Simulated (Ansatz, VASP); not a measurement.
# Mg in VASP and in Ansatz

File INCAR:

```
SYSTEM = Mg
ALGO = Normal
EDIFF = 1E-8
ENCUT = 520
GGA = PE
ISIF = 2
ISMEAR = -1
LASPH = .True.
LCHARG = .False.
LEFG = .True.
LREAL = .False.
LWAVE = .False.
NBANDS = 9
NELM = 60
PREC = Accurate
SIGMA = 0.08
```

Contents of KPOINTS:

```
k-points
0
Gamma
  12 12 7
  0 0 0
```

File POSCAR:

```
Mg
1.0
    3.2092715325      0.0000000000      0.0000000000
   -1.6046357662      2.7793106748      0.0000000000
    0.0000000000      0.0000000000      5.1061234000
Mg
2
Direct
    0.3333333333      0.6666666667      0.2500000000
    0.6666666667      0.3333333333      0.7500000000
```

Input for Ansatz:

```yaml
crystal:
  lattice:
    - [3.2092715325, 0.0, 0.0]
    - [-1.6046357662, 2.7793106748, 0.0]
    - [0.0, 0.0, 5.1061234]
  atoms:
    - { symbol: Mg, position: [0.3333333333, 0.6666666667, 0.25] }
    - { symbol: Mg, position: [0.6666666667, 0.3333333333, 0.75] }
kpoints:
  mp_grid: { grid: [12, 12, 7] }
scf:
  occupations: { method: fermi_dirac, width: 0.08 }
hamiltonian:
  xc: pbe
  pseudopotentials: { kind: all_electron, datasets: crystal }
output:
  forces: true
  stress: true
  eigenvalues: true
  efg: { contact_densities: true }
```

Change from the starting cell: zz strain of -2 %, crystal datasets.

Alike in both runs: task electric field gradients; functional PBE; k mesh 12 × 12 × 7; occupations fermi-dirac, width 0.08 eV; no spin polarisation.

```csv
,VASP,Ansatz
version,VASP 6.6.1,Ansatz 0.2.0
potentials or method,"VASP PAW PBE potentials, release 64 (Mg), cutoff 520 eV","all-electron PAW with datasets made for the crystal, scalar-relativistic"
```

VASP gave:

```
pressure (GPa)                                                : 0.2
traceless stress, the component that is largest in VASP (GPa) : 0.25
size of Vzz on the site where it differs most (V/Å²)          : 0.1
```

Task: What did Ansatz give for the same quantities?

Result: Pressure (GPa): 0.3; traceless stress, the component that is largest in VASP (GPa): 0.26; size of Vzz on the site where it differs most (V/Å²): 0.2.

Ansatz ran all-electron here, and VASP with PAW potentials.
